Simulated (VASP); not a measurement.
Write the native input for VASP 6.6.1 that does the following.

- Task: single point
- Functional: PBE
- Potentials or basis: VASP PAW PBE potentials, release 64 (Al, N)
- Cutoff: 520 eV
- k mesh: 10 × 10 × 10
- Occupations: fermi-dirac, width 0.02 eV
- Spin: no spin polarisation
- Dipole correction: no
- Further INCAR settings: ALGO = Normal; EDIFF = 1e-07; NBANDS = 11

The structure of AlN lies in POSCAR:

```
AlN
1.0
    0.0000000000      2.1848766800      2.1848766800
    2.1848766800      0.0000000000      2.1848766800
    2.1848766800      2.1848766800      0.0000000000
Al N
1 1
Direct
    0.0000000000      0.0000000000      0.0000000000
    0.7500000000      0.7500000000      0.7500000000
```

These files were run (other wordings do the same):

INCAR

```
SYSTEM = AlN
PREC = Accurate
ENCUT = 520
EDIFF = 1E-7
ISMEAR = -1
SIGMA = 0.02
LREAL = .False.
LASPH = .True.
NELM = 80
ALGO = Normal
ISIF = 2
LWAVE = .False.
LCHARG = .True.
GGA = PE
LELF = .True.
LVHAR = .True.
NBANDS = 11
```

KPOINTS

```
regular mesh
0
Gamma
  10 10 10
  0 0 0
```

Potentials or basis: VASP PAW PBE potentials, release 64 (Al, N).

Run with:

```console
$ cat potpaw_PBE.64/Al/POTCAR potpaw_PBE.64/N/POTCAR > POTCAR
$ mpirun -np 1 vasp_std > vasp.out
```

Results of the run:

* Pressure: 4.3 GPa
* Band gap on the k mesh: 3.32 eV (least direct gap 4.19 eV)

Caveat: the cell stands under pressure.

Wall time 12 s on 1 thread of Intel Xeon 8259CL (shared host), peak memory 0.14 GiB.
